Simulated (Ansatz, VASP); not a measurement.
Two plane-wave programs on LiCl

```xyz
12
Lattice="6.7935 -0.0156 0.0507 -0.0158 6.7961 0.0010 0.0497 0.0010 6.7911" Properties=species:S:1:pos:R:3 pbc="T T T"
Li    5.0858    3.3825    0.0532
Li    3.4366   -0.0114    5.1121
Li    0.0055    5.0975    3.3989
Li    0.0284    1.6998    3.4005
Li    1.6913    3.3976    0.0066
Li    3.4079   -0.0023    1.7180
Cl    3.3959    5.0887    0.0255
Cl    5.1042    6.7844    3.4090
Cl    0.0453    3.3985    5.0988
Cl    1.7051    6.7945    3.4269
Cl   -0.0103    3.3998    1.7020
Cl    3.3824    1.6884    0.0223
```

Change from the starting cell: cell x1, atoms moved at random (sigma 0.1 Å) and cell strained at random (1.5 %), then relaxed without symmetry.

Alike in both runs: functional PBE; k mesh 2 × 2 × 2; occupations gaussian, width 0.1 eV; no spin polarisation.

Ansatz relaxed the structure, and its values are those at the end. VASP's run is a single point on that final structure, the one shown.

|  | VASP | Ansatz |
| --- | --- | --- |
| version | VASP 6.6.1 | Ansatz 0.2.0 |
| potentials or method | VASP PAW PBE potentials, release 64 (Li_sv, Cl), cutoff 520 eV | scalar-relativistic, plane waves, PAW |
| valence electrons in the cell | 60 | 60 |

|  | VASP | Ansatz | Ansatz less VASP |
| --- | --- | --- | --- |
| gap on the k mesh at the Fermi level (eV) | 5.34 | 5.34 | -0.003 |
| least direct gap on the mesh (eV) | 5.34 | 5.34 | -0.003 |
| rms of the force components (eV/Å) | 0.005 | 0.005 | -0.0001 |

The k mesh is coarse, so the values compare programs but aren't converged. Noted on VASP's run: the cutoff is under 1.25 times that of the potentials, so the pressure is a little rough.
